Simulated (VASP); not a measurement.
Wanted: the native input for a VASP 6.6.1 run.

* Task: single point
* Functional: LDA
* Potentials or basis: VASP PAW LDA potentials, release 64 (Sn_d, O)
* Cutoff: 520 eV
* k mesh: 6 × 6 × 8
* Occupations: gaussian, width 0.05 eV
* Spin: no spin polarisation
* Dipole correction: no
* Further INCAR settings: ALGO = Normal; EDIFF = 1e-07; NBANDS = 35

The structure of SnO2 lies in POSCAR:

```
SnO2
1.0
    4.7112489678     -0.0198230759      0.0273959840
   -0.0198355672      4.7034070191      0.0184808709
    0.0185106324      0.0124790983      3.2615390834
Sn O
2 4
Direct
    0.5783789727      0.5655030110      0.4778488406
    0.0186650335      0.0016623519      0.0848996684
    0.2499952339      0.3966533735     -0.0027646154
    0.7537236780      0.0534737824      0.4505865238
    0.2112611291      0.7744880174      0.5806013935
    0.6879759527      0.7082194637     -0.0911718109
```

This cell differs from its parent crystal: atoms moved at random and the cell strained at random.

These files were run (other wordings do the same):

INCAR

```
SYSTEM = SnO2
PREC     = Accurate       ! precision mode
ENCUT    = 520            ! plane-wave cutoff, eV
EDIFF    = 1E-7           ! SCF threshold, eV
ISMEAR   = 0              ! smearing method
SIGMA    = 0.05           ! smearing width, eV
LREAL    = .FALSE.        ! projectors in reciprocal space
LASPH    = .TRUE.         ! aspherical terms in the spheres
NELM     = 60             ! most SCF steps
ALGO     = Normal         ! electronic algorithm
ISIF     = 2              ! what is computed and relaxed
LWAVE    = .FALSE.        ! write WAVECAR
LCHARG   = .FALSE.        ! write CHGCAR
NBANDS   = 35             ! bands
```

KPOINTS

```
Automatic mesh
0
G
  6 6 8
  0 0 0
```

Potentials or basis: VASP PAW LDA potentials, release 64 (Sn_d, O).

Run with:

```console
$ cat potpaw_LDA.64/Sn_d/POTCAR potpaw_LDA.64/O/POTCAR > POTCAR
$ mpirun -np 1 vasp_std > vasp.out
```

Results of the run:

The pressure is 22.4 GPa, the largest force is 14.553 eV/Å and the band gap on the k mesh is 0.19 eV (least direct gap 0.59 eV).

Caveat: the cell differs from its parent crystal (atoms moved at random and the cell strained at random); the stress differs along the axes, from 5 to 46 GPa; semilocal functionals underestimate gaps, and a narrow one can read as zero; spin-orbit coupling is left out, which moves the levels of the heavy elements; forces of over 1 eV/Å act on the atoms, so gaps and moduli don't describe the material at rest.

Wall time 8.2 min on 1 thread of Oxide Virtual Turin-like Processor, on a shared host, peak memory 0.33 GiB.
